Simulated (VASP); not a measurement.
# VGe3 (Pm-3n) in VASP: relaxation of cell and atoms with r2SCAN

Aim: the relaxation of cell and atoms of VGe3 with r2SCAN.

Everything below comes from runs of VASP 6.6.1. Logs are shortened: lines on timing, memory, paths and dates and some standing lists are left out, and cuts for length are marked.

**1. The cell of the first run**

It takes space group Pm-3n (No. 223, cubic). Conventional cell: a = 4.768 Å, b = 4.768 Å, c = 4.768 Å, α = 90.00°, β = 90.00°, γ = 90.00°. Within 3.5 Å of V (site symmetry m-3) lie 12 Ge at 2.67 Å. Within 3.1 Å of Ge (site symmetry -4m2) lie 10 Ge at 2.38 to 2.92 Å and 4 V at 2.67 Å.

**2. Relaxation of cell and atoms, r2SCAN, collinear spin, ferromagnetic start**

POSCAR

```
VGe3
1.0
    4.7680000000      0.0000000000      0.0000000000
    0.0000000000      4.7680000000      0.0000000000
    0.0000000000      0.0000000000      4.7680000000
V Ge
2 6
Direct
    0.0000000000      0.0000000000      0.0000000000
    0.5000000000      0.5000000000      0.5000000000
    0.2500000000      0.0000000000      0.5000000000
    0.5000000000      0.7500000000      0.0000000000
    0.7500000000      0.0000000000      0.5000000000
    0.5000000000      0.2500000000      0.0000000000
    0.0000000000      0.5000000000      0.7500000000
    0.0000000000      0.5000000000      0.2500000000
```

INCAR.step1

```
ALGO = Normal
EDIFF = 1E-5
EDIFFG = -0.005
ENCUT = 550
GGA = PE
GGA_COMPAT = F
IBRION = 2
ISIF = 3
ISMEAR = 0
ISPIN = 2
KPAR = 4
LASPH = T
LCHARG = F
LMAXMIX = 4
LREAL = F
LWAVE = T
MAGMOM = 1.46 1.46 0 0 0 0 0 0
NELM = 200
NELMIN = 4
NSW = 100
PREC = Accurate
SIGMA = 0.1
```

INCAR.step2

```
ALGO = Normal
EDIFF = 1E-7
EDIFFG = -0.05
ENCUT = 550
GGA_COMPAT = F
IBRION = 2
ISIF = 3
ISMEAR = 0
ISPIN = 2
ISTART = 1
KPAR = 4
LASPH = T
LCHARG = F
LMAXMIX = 4
LMIXTAU = T
LORBIT = 11
LREAL = F
LWAVE = F
MAGMOM = 1.46 1.46 0 0 0 0 0 0
METAGGA = R2SCAN
NELM = 200
NELMIN = 4
NSW = 100
PREC = Accurate
SIGMA = 0.1
```

KPOINTS

```
k-points
0
Gamma
  4 4 4
```

Potentials or basis: VASP PAW PBE potentials, release 64 (V_sv, Ge_d).

On the command line:

```
> cat potpaw_PBE.64/V_sv/POTCAR potpaw_PBE.64/Ge_d/POTCAR > POTCAR
> cp INCAR.step1 INCAR
> mpirun -np 4 vasp_std > vasp.out
> cp INCAR.step2 INCAR
> mpirun -np 4 vasp_std > vasp.out
```

OUTCAR:

```text
EDIFF = 1E-7
   EDIFFG = -0.05
   ENCUT = 550
   IBRION = 2
   ISIF = 3
   ISMEAR = 0
   ISPIN = 2
   ISTART = 1
   LASPH = T
   LORBIT = 11
   LREAL = F
   METAGGA = R2SCAN
   NELM = 200
   NELMIN = 4
   NSW = 100
   PREC = Accurate

 ion  position               nearest neighbor table
   1  0.000  0.000  0.000-   3 2.67   4 2.67   5 2.67   6 2.67   7 2.67   8 2.67   3 2.67   5 2.67
                             7 2.67   8 2.67   4 2.67   6 2.67
   2  0.500  0.500  0.500-   3 2.67   4 2.67   5 2.67   6 2.67   7 2.67   8 2.67   4 2.67   6 2.67
                             3 2.67   5 2.67   7 2.67   8 2.67
   3  0.250  0.000  0.500-   5 2.38   5 2.38   1 2.67   1 2.67   2 2.67   2 2.67   8 2.92   4 2.92
                             4 2.92   6 2.92   6 2.92   7 2.92   8 2.92   7 2.92
   4  0.500  0.750  0.000-   6 2.38   6 2.38   1 2.67   2 2.67   2 2.67   1 2.67   8 2.92   5 2.92
                             3 2.92   5 2.92   3 2.92   7 2.92   7 2.92   8 2.92
   5  0.750  0.000  0.500-   3 2.38   3 2.38   1 2.67   1 2.67   2 2.67   2 2.67   8 2.92   4 2.92
                             4 2.92   6 2.92   6 2.92   7 2.92   8 2.92   7 2.92
   6  0.500  0.250  0.000-   4 2.38   4 2.38   1 2.67   2 2.67   2 2.67   1 2.67   8 2.92   3 2.92
                             3 2.92   5 2.92   5 2.92   7 2.92   7 2.92   8 2.92
   7  0.000  0.500  0.750-   8 2.38   8 2.38   1 2.67   2 2.67   1 2.67   2 2.67   3 2.92   4 2.92
                             5 2.92   3 2.92   5 2.92   6 2.92   4 2.92   6 2.92
   8  0.000  0.500  0.250-   7 2.38   7 2.38   1 2.67   2 2.67   1 2.67   2 2.67   3 2.92   4 2.92
                             5 2.92   3 2.92   5 2.92   6 2.92   4 2.92   6 2.92

  LATTYP: Found a simple cubic cell.
 ALAT       =     4.7680000000

  Lattice vectors:

 A1 = (   4.7680000000,   0.0000000000,   0.0000000000)
 A2 = (   0.0000000000,   4.7680000000,   0.0000000000)
 A3 = (   0.0000000000,   0.0000000000,   4.7680000000)

Analysis of symmetry for initial positions (statically):
=====================================================================
 Subroutine PRICEL returns:
 Original cell was already a primitive cell.

 Routine SETGRP: Setting up the symmetry group for a
 simple cubic supercell.

 Subroutine GETGRP returns: Found 48 space group operations
 (whereof 24 operations were pure point group operations)
 out of a pool of 48 trial point group operations.

The static configuration has the point symmetry T_h .
 The point group associated with its full space group is O_h .

Analysis of symmetry for dynamics (positions and initial velocities):
=====================================================================
 Subroutine PRICEL returns:
 Original cell was already a primitive cell.

 Routine SETGRP: Setting up the symmetry group for a
 simple cubic supercell.

 Subroutine GETGRP returns: Found 48 space group operations
 (whereof 24 operations were pure point group operations)
 out of a pool of 48 trial point group operations.

The dynamic configuration has the point symmetry T_h .
 The point group associated with its full space group is O_h .

Analysis of structural, dynamic, and magnetic symmetry:
[... 129 lines left out ...]
     AMIX_MAG =   1.60;   BMIX_MAG =  1.00
  volume/ion in A,a.u.               =      13.55        91.44
  Fermi-wavevector in a.u.,A,eV,Ry     =   1.645140  3.108863 36.823964  2.706485
  Thomas-Fermi vector in A             =   2.734987
   LORBIT       =     11    0 simple, 1 ext, 2 COOP (PROOUT), +10 PAW based schemes
   METAGGA = R2SCAN    functional components
   LHFCALC =     F    Hartree Fock is set to
   AEXX    =    0.0000 exact exchange contribution
   IVDW    =     0    specifies the selected vdW correction
   LEPSILON=     F    determine dielectric tensor
   LRPA    =     F    only Hartree local field effects (RPA)
 conjugate gradient relaxation of ions
 spin polarized calculation
 Gauss-broadening in eV      SIGMA  =   0.10
  energy-cutoff  :      550.00
  volume of cell :      108.39
 maximum number of plane-waves:      3196
   NGX = 19   NGY = 19   NGZ = 19

--------------------------------------- Ionic step        1  -------------------------------------------

 number of electron     110.0000021 magnetization       0.0001770

 number of electron     110.0000021 magnetization      -0.0000114

 Free energy of the ion-electron system (eV)
  ---------------------------------------------------
  ext. energy  EPLUGINS =         0.00000000
  ---------------------------------------------------
  free energy    TOTEN  =      -107.48831884 eV

  energy without entropy =     -107.42014970  energy(sigma->0) =     -107.45423427

 E-fermi :  10.5208     XC(G=0): -14.3759

 val. band max:       10.4850461636   @ k =   0.5000   0.5000   0.2500
 cond. band min:      10.5216879988   @ k =   0.2500   0.2500   0.0000
 fundamental gap:      0.0366418351
 Fermi energy:        10.5207650844

 spin component 1

 k-point     1 :       0.0000    0.0000    0.0000
  band No.  band energies     occupation
      1     -56.0138      1.00000
      2     -56.0129      1.00000
      3     -28.8130      1.00000
      4     -28.8130      1.00000
      5     -28.8130      1.00000
      6     -28.8053      1.00000
[... 1479 lines left out ...]
 number of electron     110.0000272 magnetization       0.0000465

 number of electron     110.0000272 magnetization      -0.0000120

 Free energy of the ion-electron system (eV)
  ---------------------------------------------------
  ext. energy  EPLUGINS =         0.00000000
  ---------------------------------------------------
  free energy    TOTEN  =      -108.64587447 eV

  energy without entropy =     -108.57713692  energy(sigma->0) =     -108.61150570

 E-fermi :   8.5213     XC(G=0): -13.4041

 val. band max:        8.4796160635   @ k =   0.2500   0.2500   0.0000
 cond. band min:       8.5250842974   @ k =   0.5000   0.5000   0.2500
 fundamental gap:      0.0454682339
 Fermi energy:         8.5213378484

 spin component 1

 k-point     1 :       0.0000    0.0000    0.0000
  band No.  band energies     occupation
      1     -58.3315      1.00000
      2     -58.3313      1.00000
      3     -31.0764      1.00000
      4     -31.0764      1.00000
      5     -31.0764      1.00000
      6     -31.0730      1.00000
[... 1427 lines left out ...]
  FREE ENERGIE OF THE ION-ELECTRON SYSTEM (eV)
  ---------------------------------------------------
  free  energy   TOTEN  =      -108.6458744707 eV

  energy  without entropy=     -108.5771369245  energy(sigma->0) =     -108.61150570

 reached required accuracy - stopping structural energy minimisation

 total charge

# of ion       s       p       d       tot
------------------------------------------
    1        2.208   6.137   3.058  11.404
    2        2.208   6.137   3.058  11.404
    3        1.167   1.132  10.063  12.363
    4        1.167   1.132  10.063  12.363
    5        1.167   1.132  10.063  12.363
    6        1.167   1.132  10.063  12.363
    7        1.167   1.132  10.063  12.363
    8        1.167   1.132  10.063  12.363
--------------------------------------------------
tot         11.419  19.069  66.497  96.985

 magnetization (x)

# of ion       s       p       d       tot
------------------------------------------
    1       -0.000  -0.000  -0.000  -0.000
    2       -0.000  -0.000  -0.000  -0.000
    3       -0.000  -0.000  -0.000  -0.000
    4       -0.000  -0.000  -0.000  -0.000
    5       -0.000  -0.000  -0.000  -0.000
    6       -0.000  -0.000  -0.000  -0.000
    7       -0.000  -0.000  -0.000  -0.000
    8       -0.000  -0.000  -0.000  -0.000
--------------------------------------------------
tot         -0.000  -0.000  -0.000  -0.000
```

OSZICAR.step1:

```text
N       E                     dE             d eps       ncg     rms          rms(c)
DAV:   1     0.156440083390E+04    0.15644E+04   -0.47440E+04  3326   0.484E+03
DAV:   2     0.273770782274E+03   -0.12906E+04   -0.12489E+04  2704   0.118E+03
DAV:   3    -0.137872355000E+02   -0.28756E+03   -0.27576E+03  2680   0.319E+02
[... 137 lines left out ...]
       N       E                     dE             d eps       ncg     rms          rms(c)
DAV:   1    -0.431799218835E+02   -0.11346E-03   -0.89780E-04  3269   0.293E-01    0.731E-02
DAV:   2    -0.431800158585E+02   -0.93975E-04   -0.63982E-04  2787   0.140E-01    0.112E-01
DAV:   3    -0.431798587955E+02    0.15706E-03   -0.31682E-04  2621   0.900E-02    0.213E-02
DAV:   4    -0.431798617352E+02   -0.29398E-05   -0.30836E-05  2093   0.346E-02
  15 F= -.43179862E+02 E0= -.43142552E+02  d E =-.179815E-03  mag=     0.0011
```

Wall time 13 min (4 MPI ranks of AMD EPYC 9R45 (Zen 5), shared host); peak memory 0.34 GiB.

What came out:

* Free energy: -108.6459 eV
* Relaxed volume: 15.79 Å³/atom
* Relaxed cell: a = 5.018 Å, b = 5.018 Å, c = 5.018 Å, α = 90.00°, β = 90.00°, γ = 90.00°
* Space group after relaxing (to 0.1 Å): Pm-3n (No. 223)
* Energy gained by relaxing: 144.7 meV/atom
* Ionic steps: 3
* Pressure after relaxing: -0.2 GPa
* Band gap on the k mesh: zero (filled and empty bands overlap)
* Net moment: 0.00 μB per cell
* Valence electrons inside the program's atomic spheres: V 11.40; Ge 12.36

The path:
```
step  energy change (eV)  largest force (eV/Å)  pressure (GPa)  volume (Å³)
   1              0.0000                0.0000           23.81       108.39
   2             -0.5017                0.0000          -10.93       143.16
   3             -1.1576                0.0000           -0.20       126.33
```

Final structure:
```
CELL_PARAMETERS angstrom
5.01770 0.00000 0.00000
0.00000 5.01770 0.00000
0.00000 0.00000 5.01770
ATOMIC_POSITIONS crystal
V 0.00000 0.00000 0.00000
V 0.50000 0.50000 0.50000
Ge 0.25000 0.00000 0.50000
Ge 0.50000 0.75000 0.00000
Ge 0.75000 0.00000 0.50000
Ge 0.50000 0.25000 0.00000
Ge 0.00000 0.50000 0.75000
Ge 0.00000 0.50000 0.25000
```

Levels at points of the mesh, in eV from the Fermi level:
Spin up:
```
           k point  band 52  band 53  band 54  band 55  band 56  band 57  band 58  band 59
(0.00, 0.00, 0.00)    -2.49    -2.49    -0.31    -0.31    -0.31     0.84     0.84     0.84
(0.50, 0.00, 0.00)    -1.51    -0.14    -0.14     0.12     0.12     1.16     1.16     1.21
(0.50, 0.50, 0.00)    -1.39    -0.19    -0.19     0.13     0.30     0.78     1.74     1.79
(0.50, 0.50, 0.50)    -0.18    -0.18    -0.18    -0.18    -0.18     1.88     1.88     1.88
```
Spin down:
| k point | band 52 | band 53 | band 54 | band 55 | band 56 | band 57 | band 58 | band 59 |
| --- | --- | --- | --- | --- | --- | --- | --- | --- |
| (0.00, 0.00, 0.00) | -2.49 | -2.49 | -0.31 | -0.31 | -0.31 | 0.84 | 0.84 | 0.84 |
| (0.50, 0.00, 0.00) | -1.51 | -0.14 | -0.14 | 0.12 | 0.12 | 1.16 | 1.16 | 1.21 |
| (0.50, 0.50, 0.00) | -1.39 | -0.19 | -0.19 | 0.13 | 0.30 | 0.78 | 1.74 | 1.79 |
| (0.50, 0.50, 0.50) | -0.18 | -0.18 | -0.18 | -0.18 | -0.18 | 1.88 | 1.88 | 1.88 |

Caveat: the volume moved by over 15 % at a fixed basis, so the end points are rough; the moments typed at the start vanished in this run; the PAW data sets were made with another functional, which shifts forces and pressure a little. Zero-point motion and thermal expansion aren't in these numbers.

The gap in the log of VASP goes by the Fermi energy; the results here count the filled bands.